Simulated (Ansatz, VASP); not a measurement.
# One calculation of WCl, two programs

```
W Cl
1.0
    -1.63782    2.83679    0.00000
    -3.27564    0.00000    0.00000
    -1.63782    0.94560    9.54891
W Cl
2 2
Direct
  0.19598 0.19598 0.41207
  0.80402 0.80402 0.58793
  0.59674 0.59674 0.20979
  0.40326 0.40326 0.79021
```

Alike in both runs: task single point; functional PBE; k mesh 8 × 8 × 8; occupations gaussian, width 0.2 eV; no spin polarisation.

|  | VASP | Ansatz |
| --- | --- | --- |
| version | VASP 6.6.1 | Ansatz 0.2.0 |
| potentials or method | VASP PAW PBE potentials, release 64 (W_sv, Cl), cutoff 520 eV | scalar-relativistic, plane waves, PAW |
| valence electrons in the cell | 42 | 42 |

|  | VASP | Ansatz | Ansatz less VASP |
| --- | --- | --- | --- |
| gap on the k mesh at the Fermi level (eV) | none | none | - |
| pressure (GPa) | 0.1 | 0.0 | -0.11 |
| traceless stress, the component that is largest in VASP (GPa) | -0.17 | -0.19 | -0.020 |
| rms of the force components (eV/Å) | 0.031 | 0.019 | -0.0124 |

Atom by atom the forces differ by 0.017 eV/Å (rms over components). A gap of «none» marks a metal or a gap that the smearing closes.

Spin-orbit coupling is off throughout.
